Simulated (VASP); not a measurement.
Wanted: the native input for a VASP 6.6.1 run.

```
Task                   : single point
Functional             : PBEsol
Potentials or basis    : VASP PAW PBE potentials, release 64 (La)
Cutoff                 : 520 eV
k mesh                 : 15 × 15 × 4
Occupations            : gaussian, width 0.1 eV
Spin                   : no spin polarisation
Dipole correction      : no
Further INCAR settings : ALGO = Fast; EDIFF = 1e-06; NBANDS = 30
```

The structure of La lies in POSCAR:

```
La
1.0
    3.6613623466      0.0000000000      0.0000000000
   -1.8306811733      3.1708328047      0.0000000000
    0.0000000000      0.0000000000     11.7110841352
La
4
Direct
    0.0000000000      0.0000000000      0.0000000000
    0.0000000000      0.0000000000      0.5000000000
    0.3333333333      0.6666666667      0.2500000000
    0.6666666667      0.3333333333      0.7500000000
```

These files were run (other wordings do the same):

INCAR

```
SYSTEM = La
PREC     = Accurate       ! precision mode
ENCUT    = 520            ! plane-wave cutoff, eV
EDIFF    = 1E-6           ! SCF threshold, eV
ISMEAR   = 0              ! smearing method
SIGMA    = 0.1            ! smearing width, eV
LREAL    = .False.        ! projectors in reciprocal space
LASPH    = .True.         ! aspherical terms in the spheres
NELM     = 100            ! most SCF steps
ALGO     = Fast           ! electronic algorithm
ISIF     = 2              ! what is computed and relaxed
LWAVE    = .False.        ! write WAVECAR
LCHARG   = .False.        ! write CHGCAR
GGA      = PS             ! functional
NBANDS   = 30             ! bands
```

KPOINTS

```
regular mesh
0
Gamma
  15 15 4
  0 0 0
```

Potentials or basis: VASP PAW PBE potentials, release 64 (La).

Command:

```bash
$ cat potpaw_PBE.64/La/POTCAR > POTCAR
$ mpirun -np 1 vasp_std > vasp.out
```

Results of the run:

The pressure is 0.1 GPa and the band gap on the k mesh is zero (bands 22 and 23 overlap by 1.28 eV).

Caveat: the PAW data sets were made with another functional, which shifts forces and pressure a little; spin-orbit coupling is left out, which moves the levels of the heavy elements.

Wall time 15 min on 1 thread of Intel(R) Xeon(R) 6975P-C (Granite Rapids), on a shared host, peak memory 0.44 GiB.
